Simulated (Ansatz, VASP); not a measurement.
# O: VASP beside Ansatz

```
O
1.0
    12.00000    0.00000    0.00000
     0.00000   12.30000    0.00000
     0.00000    0.00000   12.60000
O
2
Direct
  0.50000 0.50000 0.45159
  0.50000 0.50000 0.54841
```

Alike in both runs: task relaxation of the atoms; functional BLYP; k mesh 1 × 1 × 1; occupations fermi-dirac, width 0.01 eV; collinear spin.

|  | VASP | Ansatz |
| --- | --- | --- |
| version | VASP 6.6.1 | Ansatz 0.2.0 |
| potentials or method | VASP PAW PBE potentials, release 64 (O), cutoff 520 eV | plane waves (420 eV) with PAW, scalar-relativistic |
| valence electrons in the cell | 12 | 12 |

|  | VASP | Ansatz | Ansatz less VASP |
| --- | --- | --- | --- |
| net moment per atom (μB) | 1.00 | 1.00 | 0.000 |
| size of the moment on the site where the two differ most (μB) | 0.82 | 0.57 | -0.249 |

VASP's potentials were made for PBE, not for BLYP. Site moments also hang on the region over which each program counts them. Ansatz's warnings: end state compared.

Noted on VASP's run: the standard files for N, O and F lose accuracy on very short bonds.
